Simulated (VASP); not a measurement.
A run of VASP 6.6.1 is set up as follows.

Contents of POSCAR:

```
ZnS
1.0
    0.0000000000      2.6945131952      2.6945131952
    2.6945131952      0.0000000000      2.6945131952
    2.6945131952      2.6945131952      0.0000000000
Zn S
1 1
Direct
   -0.0102367198      0.0102367198     -0.0102367198
    0.7708757560      0.7291242440      0.7708757560
```

INCAR.step1

```
SYSTEM = ZnS
PREC = Accurate
ENCUT = 520
ISMEAR = 0
SIGMA = 0.05
LREAL = .False.
LASPH = .True.
NELM = 60
NBANDS = 16
GGA = PE
ALGO = Normal
EDIFF = 1E-4
LWAVE = .True.
LCHARG = .False.
```

Contents of INCAR.step2:

```
SYSTEM = ZnS
PREC = Accurate
ENCUT = 520
EDIFF = 1E-7
ISMEAR = 0
SIGMA = 0.05
LREAL = .False.
LASPH = .True.
NELM = 60
ALGO = Normal
ISIF = 2
LWAVE = .False.
LCHARG = .True.
METAGGA = R2SCAN
LMIXTAU = .True.
LELF = .True.
LVHAR = .True.
NBANDS = 16
ISTART = 1
```

The input KPOINTS:

```
Automatic mesh
0
Gamma
  8 8 8
  0 0 0
```

Potentials or basis: VASP PAW PBE potentials, release 64 (Zn, S).

Launch:

```console
$ cat potpaw_PBE.64/Zn/POTCAR potpaw_PBE.64/S/POTCAR > POTCAR
$ cp INCAR.step1 INCAR
$ mpirun -np 1 vasp_std > vasp.out
$ cp INCAR.step2 INCAR
$ mpirun -np 1 vasp_std > vasp.out
```

(1) Predict the largest force.

(2) Estimate the pressure.

(3) Predict the band gap on the k mesh.

Answers

(1) 0.972 eV/Å.

(2) 1.0 GPa.

(3) 2.64 eV.

Caveat: the cell differs from its parent crystal (atoms displaced along a vibrational mode); the PAW data sets were made with another functional, which shifts forces and pressure a little.
